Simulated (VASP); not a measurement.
# LiF (P6_3mc) in VASP: further runs

Runs on LiF. Level: LDA. Tasks: single point.

All numbers are computed with VASP 6.6.1; they aren't measurements. Logs are shortened: lines on timing, memory, paths and dates and some standing lists are left out, and cuts for length are marked.

## 1. The cell of the first run

It takes space group P6_3mc (No. 186, hexagonal). Conventional cell: a = 3.063 Å, b = 3.063 Å, c = 4.559 Å, α = 90.00°, β = 90.00°, γ = 120.00°. Li (site symmetry 3m) has 4 F at 1.79 to 2.00 Å within 2.4 Å. Within 2.4 Å of F (site symmetry 3m) lie 4 Li at 1.79 to 2.00 Å.

## 2. Single point, LDA

INCAR reads:

```
ALGO = Normal ; EDIFF = 1E-7
ENCUT = 520 ; GGA = CA
ISIF = 2 ; ISMEAR = 0
LASPH = True ; LCHARG = True
LELF = True ; LREAL = False
LVHAR = True ; LWAVE = False
NBANDS = 18 ; NELM = 100
PREC = Accurate ; SIGMA = 0.05
```

KPOINTS reads:

```
k-points
0
Gamma
  9 9 6
```

POSCAR reads:

```
LiF
1.0
    3.0631065845      0.0000000000      0.0000000000
   -1.5315532922      2.6527281167      0.0000000000
    0.0000000000      0.0000000000      4.5591278403
Li F
2 2
Direct
    0.3333333333      0.6666666667      0.4307693551
    0.6666666667      0.3333333333      0.9307693551
    0.3333333333      0.6666666667      0.9910195924
    0.6666666667      0.3333333333      0.4910195924
```

Potentials or basis: VASP PAW LDA potentials, release 64 (Li_sv, F).

On the command line:

```
> cat potpaw_LDA.64/Li_sv/POTCAR potpaw_LDA.64/F/POTCAR > POTCAR
> mpirun -np 1 vasp_std > vasp.out
```

OUTCAR:

```text
EDIFF = 1E-7
   ENCUT = 520
   GGA = CA
   ISIF = 2
   ISMEAR = 0
   LASPH = True
   LREAL = False
   NELM = 100
   PREC = Accurate

 ion  position               nearest neighbor table
   1  0.333  0.667  0.431-   4 1.79   4 1.79   4 1.79   3 2.00
   2  0.667  0.333  0.931-   3 1.79   3 1.79   3 1.79   4 2.00
   3  0.333  0.667  0.991-   2 1.79   2 1.79   2 1.79   1 2.00
   4  0.667  0.333  0.491-   1 1.79   1 1.79   1 1.79   2 2.00

  LATTYP: Found a hexagonal cell.
 ALAT       =     3.0631065845
 C/A-ratio  =     1.4884000000

  Lattice vectors:

 A1 = (   3.0631065845,   0.0000000000,   0.0000000000)
 A2 = (  -1.5315532922,   2.6527281167,   0.0000000000)
 A3 = (   0.0000000000,   0.0000000000,   4.5591278403)

Analysis of symmetry for initial positions (statically):
=====================================================================
 Subroutine PRICEL returns:
 Original cell was already a primitive cell.

 Routine SETGRP: Setting up the symmetry group for a
 hexagonal supercell.

 Subroutine GETGRP returns: Found 12 space group operations
 (whereof  6 operations were pure point group operations)
 out of a pool of 24 trial point group operations.

The static configuration has the point symmetry C_3v.
 The point group associated with its full space group is C_6v.

Analysis of symmetry for dynamics (positions and initial velocities):
=====================================================================
 Subroutine PRICEL returns:
 Original cell was already a primitive cell.

 Routine SETGRP: Setting up the symmetry group for a
 hexagonal supercell.

 Subroutine GETGRP returns: Found 12 space group operations
 (whereof  6 operations were pure point group operations)
 out of a pool of 24 trial point group operations.

The dynamic configuration has the point symmetry C_3v.
 The point group associated with its full space group is C_6v.

 Subroutine INISYM returns: Found 12 space group operations
 (whereof  6 operations are pure point group operations),
 and found     1 'primitive' translations

----------------------------------------------------------------------------------------

                                     Primitive cell

  volume of cell :      37.0456

  direct lattice vectors                    reciprocal lattice vectors
     3.063106584  0.000000000  0.000000000     0.326465950  0.188485204  0.000000000
    -1.531553292  2.652728117  0.000000000     0.000000000  0.376970408  0.000000000
     0.000000000  0.000000000  4.559127840     0.000000000  0.000000000  0.219340197

  length of vectors
     3.063106584  3.063106584  4.559127840     0.376970408  0.376970408  0.219340197

  position of ions in fractional coordinates (direct lattice)
     0.333333333  0.666666667  0.430769355
     0.666666667  0.333333333  0.930769355
     0.333333333  0.666666667  0.991019592
     0.666666667  0.333333333  0.491019592

  ion indices of the primitive-cell ions
   primitive index   ion index
                 1           1
                 2           2
                 3           3
                 4           4

----------------------------------------------------------------------------------------

 KPOINTS: k-points

Automatic generation of k-mesh.
 Grid dimensions read from file:
 generate k-points for:    9    9    6

 Generating k-lattice:

  Cartesian coordinates                     Fractional coordinates (reciprocal lattice)
     0.036273994  0.020942800  0.000000000     0.111111111 -0.000000000  0.000000000
     0.000000000  0.041885601  0.000000000     0.000000000  0.111111111  0.000000000
     0.000000000  0.000000000  0.036556700     0.000000000  0.000000000  0.166666667

  Length of vectors
     0.041885601  0.041885601  0.036556700

  Shift w.r.t. Gamma in fractional coordinates (k-lattice)
     0.000000000  0.000000000  0.000000000

 Subroutine IBZKPT returns following result:
 ===========================================

 Found     48 irreducible k-points:

 Following reciprocal coordinates:
            Coordinates               Weight
  0.000000  0.000000  0.000000      1.000000
  0.111111  0.000000  0.000000      6.000000
  0.222222  0.000000  0.000000      6.000000
  0.333333  0.000000  0.000000      6.000000
  0.444444  0.000000  0.000000      6.000000
  0.111111  0.111111  0.000000      6.000000
[... 16 lines left out ...]
  0.333333  0.222222  0.166667     24.000000
  0.333333  0.333333  0.166667      4.000000
 [... further k-points ...]
   k-points           NKPTS =     48   k-points in BZ     NKDIM =     48   number of bands    NBANDS=     18
   number of dos      NEDOS =    301   number of ions     NIONS =      4
   total plane-waves  NPLWV =  20736
   dimension x,y,z NGX =    24 NGY =   24 NGZ =   36
   dimension x,y,z NGXF=    48 NGYF=   48 NGZF=   72
   ions per type =               2   2
   NGX,Y,Z   is equivalent  to a cutoff of  13.03, 13.03, 13.13 a.u.
   NGXF,Y,Z  is equivalent  to a cutoff of  26.05, 26.05, 26.25 a.u.
 SYSTEM =  unknown system
   PREC   = accura    normal or accurate (medium, high low for compatibility)
   ISTART =      0    job   : 0-new  1-cont  2-samecut
   ICHARG =      2    charge: 1-file 2-atom 10-const
   ISPIN  =      1    spin polarized calculation?
   LNONCOLLINEAR =      F non collinear calculations
   LSORBIT =      F    spin-orbit coupling
   LASPH  =      T    aspherical Exc in radial PAW
   ENCUT  =  520.0 eV  38.22 Ry    6.18 a.u.   5.70  5.70  8.48*2*pi/ulx,y,z
   NELM   =    100;   NELMIN=  2; NELMDL= -5     # of ELM steps
   EDIFF  = 0.1E-06   stopping-criterion for ELM
   LREAL  =      F    real-space projection
   EDIFFG = 0.1E-05   stopping-criterion for IOM
   NSW    =      0    number of steps for IOM
   IBRION =     -1    ionic relax: 0-MD 1-quasi-New 2-CG
   NFREE  =      0    steps in history (QN), initial steepest desc. (CG)
   ISIF   =      2    stress and relaxation
   ISYM   =      2    0-nonsym 1-usesym 2-fastsym
   POTIM  = 0.5000    time-step for ionic-motion
   TEBEG  =    0.0;   TEEND  =   0.0 temperature during run
   PSTRESS=    0.0 pullay stress
   NELECT =      20.0000    total number of electrons
   NUPDOWN=      -1.0000    fix difference up-down
   EMIN   =  10.00;   EMAX   =-10.00  energy-range for DOS
   EFERMI =   0.00;   METHOD = LEGACY
   ISMEAR =     0;   SIGMA  =   0.05  broadening in eV -4-tet -1-fermi 0-gaus
   EFERMI_NEDOS =   21; number of points for ismear=-14 and -15
   IALGO  =     38    algorithm
   IMIX   =      4    mixing-type and parameters
     AMIX     =   0.40;   BMIX     =  1.00
     AMIX_MAG =   1.60;   BMIX_MAG =  1.00
  volume/ion in A,a.u.               =       9.26        62.50
  Fermi-wavevector in a.u.,A,eV,Ry     =   1.333028  2.519058 24.177060  1.776964
  Thomas-Fermi vector in A             =   2.461918
   LORBIT       =      0    0 simple, 1 ext, 2 COOP (PROOUT), +10 PAW based schemes
   GGA     = CA    functional components
   LHFCALC =     F    Hartree Fock is set to
   AEXX    =    0.0000 exact exchange contribution
   IVDW    =     0    specifies the selected vdW correction
   LEPSILON=     F    determine dielectric tensor
   LRPA    =     F    only Hartree local field effects (RPA)
 non-spin polarized calculation
 Gauss-broadening in eV      SIGMA  =   0.05
  energy-cutoff  :      520.00
  volume of cell :       37.05
 maximum number of plane-waves:      1008
 NGX is ok and might be reduce to    24
   NGX = 11   NGY = 11   NGZ = 17

 number of electron      19.9999979 magnetization

 Free energy of the ion-electron system (eV)
  ---------------------------------------------------
  ext. energy  EPLUGINS =         0.00000000
  ---------------------------------------------------
  free energy    TOTEN  =       -20.75431092 eV

  energy without entropy =      -20.75431092  energy(sigma->0) =      -20.75431092

 E-fermi :  -1.8148     XC(G=0):  -9.8749

 val. band max:       -2.1334637255   @ k =   0.0000   0.0000   0.0000
 cond. band min:       5.4502284991   @ k =   0.0000   0.0000   0.0000
 fundamental gap:      7.5836922246
 Fermi energy:        -1.8148359595

 k-point     1 :       0.0000    0.0000    0.0000
  band No.  band energies     occupation
      1     -41.6078      2.00000
      2     -41.5438      2.00000
      3     -21.5497      2.00000
      4     -21.1067      2.00000
      5      -5.0473      2.00000
      6      -3.1160      2.00000
[... 10 lines left out ...]
     17      16.8745      0.00000
     18      19.1733      0.00000

 k-point     2 :       0.1111    0.0000    0.0000
  band No.  band energies     occupation
      1     -41.6020      2.00000
      2     -41.5414      2.00000
      3     -21.5368      2.00000
      4     -21.1178      2.00000
      5      -4.9496      2.00000
      6      -3.2349      2.00000
[... 10 lines left out ...]
     17      17.2012      0.00000
     18      18.4619      0.00000

 k-point     3 :       0.2222    0.0000    0.0000
  band No.  band energies     occupation
      1     -41.5867      2.00000
      2     -41.5360      2.00000
      3     -21.4994      2.00000
      4     -21.1497      2.00000
      5      -4.6823      2.00000
      6      -3.5929      2.00000
[... 10 lines left out ...]
     17      17.5895      0.00000
     18      17.9067      0.00000

 k-point     4 :       0.3333    0.0000    0.0000
  band No.  band energies     occupation
      1     -41.5677      2.00000
      2     -41.5311      2.00000
      3     -21.4447      2.00000
      4     -21.1961      2.00000
      5      -4.3972      2.00000
      6      -3.9356      2.00000
[... 375 lines left out ...]
      4     -21.2361      2.00000
      5      -4.4236      2.00000
      6      -4.1439      2.00000
[... 10 lines left out ...]
     17      17.0038      0.00000
     18      18.7205      0.00000

 k-point    23 :       0.3333    0.2222    0.1667
  band No.  band energies     occupation
      1     -41.5444      2.00000
      2     -41.5320      2.00000
      3     -21.3572      2.00000
      4     -21.2756      2.00000
      5      -4.7057      2.00000
      6      -3.8943      2.00000
[... 10 lines left out ...]
     17      16.4920      0.00000
     18      18.7590      0.00000

 k-point    24 :       0.3333    0.3333    0.1667
  band No.  band energies     occupation
      1     -41.5361      2.00000
      2     -41.5361      2.00000
      3     -21.3149      2.00000
      4     -21.3149      2.00000
      5      -4.8221      2.00000
      6      -3.6867      2.00000
[... 10 lines left out ...]
     17      16.1782      0.00000
     18      19.0558      0.00000

 [... further k-points ...]

------------------------ aborting loop because EDIFF is reached ----------------------------------------

  FORCE on cell =-STRESS in cart. coord.  units (eV):
  Direction    XX          YY          ZZ          XY          YZ          ZX
  --------------------------------------------------------------------------------------
  -------------------------------------------------------------------------------------
  Total        0.4544280      0.4544280     -1.1558950      0.0000000      0.0000000      0.0000000
  in kB       19.6534630     19.6534630    -49.9910593      0.0000000      0.0000000      0.0000000
  external PRESSURE =      -3.5613778 kB  Pullay stress =       0.0000000 kB

 VOLUME and BASIS-vectors are now :
 -----------------------------------------------------------------------------
  energy-cutoff  :      520.00
  volume of cell :       37.05
      direct lattice vectors                 reciprocal lattice vectors
     3.063106584  0.000000000  0.000000000     0.326465950  0.188485204  0.000000000
    -1.531553292  2.652728117  0.000000000     0.000000000  0.376970408  0.000000000
     0.000000000  0.000000000  4.559127840     0.000000000  0.000000000  0.219340197

 POSITION                                       TOTAL-FORCE (eV/Angst)
 -----------------------------------------------------------------------------------
     -0.00000      1.76849      1.96393         0.000000     -0.000000     -0.245257
      1.53155      0.88424      4.24350        -0.000000      0.000000     -0.245257
     -0.00000      1.76849      4.51819        -0.000000      0.000000      0.245257
      1.53155      0.88424      2.23862         0.000000     -0.000000      0.245257
 -----------------------------------------------------------------------------------
    total drift:                                0.000000      0.000000     -0.002223

  FREE ENERGIE OF THE ION-ELECTRON SYSTEM (eV)
  ---------------------------------------------------
  free  energy   TOTEN  =       -20.7543109185 eV

  energy  without entropy=      -20.7543109185  energy(sigma->0) =      -20.75431092
```

Run time: 9.8 s. Hardware: 1 thread of Intel Xeon 6975P-C (Granite Rapids), shared host; peak memory 0.14 GiB.

What came out:

```yaml
Free_energy: -20.7543 eV
Largest_force: 0.245 eV/Å
Band_gap_on_the_k_mesh: 7.58 eV
```

Forces on the atoms (eV/Å):
```
Li   0.000  0.000 -0.245
Li   0.000  0.000 -0.245
F    0.000  0.000  0.245
F    0.000  0.000  0.245
```

Caveat: the cutoff is under 1.25 times the usual one of these potentials, so pressure, stress and relaxed cells hold a basis-set (Pulay) error; an odd mesh through Γ misses points on the zone boundary, where band edges can lie.

[end of part 1 of 2]
